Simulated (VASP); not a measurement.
Set up this calculation in VASP 6.6.1, as the native input.

| Quantity | Value |
| --- | --- |
| Task | relaxation of cell and atoms |
| Functional | PBE |
| Potentials or basis | VASP PAW PBE potentials, release 64 (B, Ga_d, As) |
| Cutoff | 600 eV |
| k mesh | 12 × 12 × 4 |
| Occupations | fermi-dirac, width 0.02 eV |
| Spin | no spin polarisation |
| Dipole correction | no |
| Further INCAR settings | ALGO = Normal; EDIFF = 1e-06; IBRION = 2; EDIFFG = -0.005; NSW = 80; ISIF = 3 |

The structure of GaB2As3 lies in POSCAR:

```
GaB2As3
1.0
    3.4899785524      0.0000000000      0.0000000000
   -1.7449892762      3.0224100851      0.0000000000
    0.0000000000      0.0000000000      8.5486666667
B Ga As
2 1 3
Direct
    0.0000000000      0.0000000000      0.0000000000
    0.6666666667      0.3333333333      0.6666666667
    0.3333333333      0.6666666667      0.3333333333
    0.6666666667      0.3333333333      0.9166666667
    0.3333333333      0.6666666667      0.5833333333
    0.0000000000      0.0000000000      0.2500000000
```

These files were run (other wordings do the same):

INCAR

```
ALGO     = Normal         # electronic algorithm
EDIFF    = 1E-6           # SCF threshold, eV
EDIFFG   = -0.005         # ionic threshold
ENCUT    = 600            # plane-wave cutoff, eV
GGA      = PE             # functional
IBRION   = 2              # ionic algorithm
ISIF     = 3              # what is computed and relaxed
ISMEAR   = -1             # smearing method
LASPH    = True           # aspherical terms in the spheres
LCHARG   = False          # write CHGCAR
LREAL    = False          # projectors in reciprocal space
LWAVE    = False          # write WAVECAR
NELM     = 80             # most SCF steps
NSW      = 80             # ionic steps
PREC     = Accurate       # precision mode
SIGMA    = 0.02           # smearing width, eV
```

KPOINTS

```
k-points
0
Gamma
  12 12 4
```

Potentials or basis: VASP PAW PBE potentials, release 64 (B, Ga_d, As).

Run with:

```sh
$ cat potpaw_PBE.64/B/POTCAR potpaw_PBE.64/Ga_d/POTCAR potpaw_PBE.64/As/POTCAR > POTCAR
$ mpirun -np 1 vasp_std > vasp.out
```

It gave:

```yaml
Relaxed_volume: 16.97 Å³/atom
Relaxed_cell: a = 3.611 Å, b = 3.611 Å, c = 9.016 Å, α = 90.00°, β = 90.00°, γ = 120.00°
Space_group_after_relaxing_to_0.1_Å: P3m1 (No. 156)
Energy_gained_by_relaxing: 299.3 meV/atom
Ionic_steps: 15
Pressure_after_relaxing: 0.0 GPa
Largest_force_after_relaxing: 0.004 eV/Å
Band_gap_on_the_k_mesh: 0.21 eV (least direct gap 0.41 eV)
```

It took 14 min on 1 thread of Intel(R) Xeon(R) Platinum 8488C (Sapphire Rapids), with other jobs on the host, peak memory 0.34 GiB.
